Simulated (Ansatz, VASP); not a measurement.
## GdN in VASP and in Ansatz

```xyz
2
Lattice="0.0000 2.6687 2.6687 2.6687 0.0000 2.6687 2.6687 2.6687 0.0000" Properties=species:S:1:pos:R:3 pbc="T T T"
Gd    0.0000    0.0000    0.0000
N     1.3344    1.3344    1.3344
```

Change from the starting cell: species swapped into the InAs type (F-43m, No. 216).

Alike in both runs: functional PBE; k mesh 10 × 10 × 10; occupations gaussian, width 0.02 eV; collinear spin.

Ansatz relaxed the structure, and its values are those at the end. VASP's run is a single point on that final structure, the one shown.

|  | VASP | Ansatz |
| --- | --- | --- |
| version | VASP 6.6.1 | Ansatz 0.2.0 |
| potentials or method | VASP PAW PBE potentials, release 64 (Gd, N), cutoff 520 eV | scalar-relativistic, plane waves, PAW |
| valence electrons in the cell | 23 | 23 |

```csv
,VASP,Ansatz,Ansatz less VASP
gap on the k mesh at the Fermi level (eV),1.19,1.17,-0.012
least direct gap on the mesh (eV),1.86,1.86,-0.004
pressure (GPa),0.1,0.0,-0.12
net moment per atom (μB),3.50,3.50,0.000
size of the moment on the site where the two differ most (μB),6.79,6.79,+0.006
```

Site moments also hang on the region over which each program counts them.

Spin-orbit coupling is off throughout.
